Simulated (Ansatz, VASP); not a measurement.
**WSe: VASP beside Ansatz**

```xyz
2
Lattice="0.0000 2.8389 2.8389 2.8389 0.0000 2.8389 2.8389 2.8389 0.0000" Properties=species:S:1:pos:R:3 pbc="T T T"
W     0.0000    0.0000    0.0000
Se    1.4194    1.4194    1.4194
```

Alike in both runs: task single point; functional PBE; k mesh 12 × 12 × 12; occupations gaussian, width 0.1 eV; collinear spin.

|  | VASP | Ansatz |
| --- | --- | --- |
| version | VASP 6.6.1 | Ansatz 0.2.0 |
| potentials or method | VASP PAW PBE potentials, release 64 (W_sv, Se), cutoff 520 eV | scalar-relativistic, plane waves, PAW |
| valence electrons in the cell | 20 | 30 |

Ansatz gave:

```
gap on the k mesh at the Fermi level (eV)                     : none
pressure (GPa)                                                : 0.0
net moment per atom (μB)                                      : 0.64
size of the moment on the site where the two differ most (μB) : 0.79
```

Which values does VASP return?

gap on the k mesh at the Fermi level (eV): none; pressure (GPa): 0.2; net moment per atom (μB): 0.64; size of the moment on the site where the two differ most (μB): 1.02.

Site moments also hang on the region over which each program counts them. A gap of «none» marks a metal or a gap that the smearing closes. The functional is the same, so the differences come from potentials, cutoffs and numerics. VASP's potentials hold 20 valence electrons a cell and Ansatz's 30, so a difference there can come from the potentials and not from the codes.

Neither program's run includes spin-orbit coupling.
